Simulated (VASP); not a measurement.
A run of VASP 6.6.1 is set up as follows.

Contents of INCAR:

```
SYSTEM = Te2Mo
PREC = Accurate
ENCUT = 520
EDIFF = 1E-7
ISMEAR = -1
SIGMA = 0.05
LREAL = .FALSE.
LASPH = .TRUE.
NELM = 60
ALGO = Normal
ISIF = 2
LWAVE = .FALSE.
LCHARG = .FALSE.
GGA = B5
ALDAX = 1.0
AGGAX = 1.0
AGGAC = 1.0
ALDAC = 0.0
NBANDS = 64
```

File KPOINTS:

```
regular mesh
0
G
  7 7 1
  0 0 0
```

File POSCAR:

```
Te2Mo
1.0
    3.6758973081      0.0000000000      0.0000000000
   -1.8379486540      3.1834204505      0.0000000000
    0.0000000000      0.0000000000     42.2547487048
Te Mo
8 4
Direct
    0.3333333333      0.6666666667      0.4182804517
    0.3333333333      0.6666666667      0.9193262527
    0.6666666667      0.3333333333      0.1659883307
    0.6666666667      0.3333333333      0.6669944820
    0.6666666667      0.3333333333      0.0806737473
    0.6666666667      0.3333333333      0.5817195483
    0.3333333333      0.6666666667      0.3330055180
    0.3333333333      0.6666666667      0.8340116693
    0.6666666667      0.3333333333      0.3756427855
    0.6666666667      0.3333333333      0.8766691832
    0.3333333333      0.6666666667      0.1233308168
    0.3333333333      0.6666666667      0.6243572145
```

Potentials or basis: VASP PAW PBE potentials, release 64 (Te, Mo_sv).

The run is started by

```console
$ cat potpaw_PBE.64/Te/POTCAR potpaw_PBE.64/Mo_sv/POTCAR > POTCAR
$ mpirun -np 1 vasp_std > vasp.out
```

Question: What does it give for the largest force?

Answer: 0.060 eV/Å.

Question: Predict the band gap on the k mesh.

Answer: 1.17 eV.

Stress tensor (GPa, compression positive):
```
0.16 0.00 0.00
0.00 0.16 0.00
0.00 0.00 0.27
```

Caveat: the PAW data sets were made with another functional, which shifts forces and pressure a little; spin-orbit coupling is left out, which moves the levels of the heavy elements; an odd mesh through Γ misses points on the zone boundary, where band edges can lie.
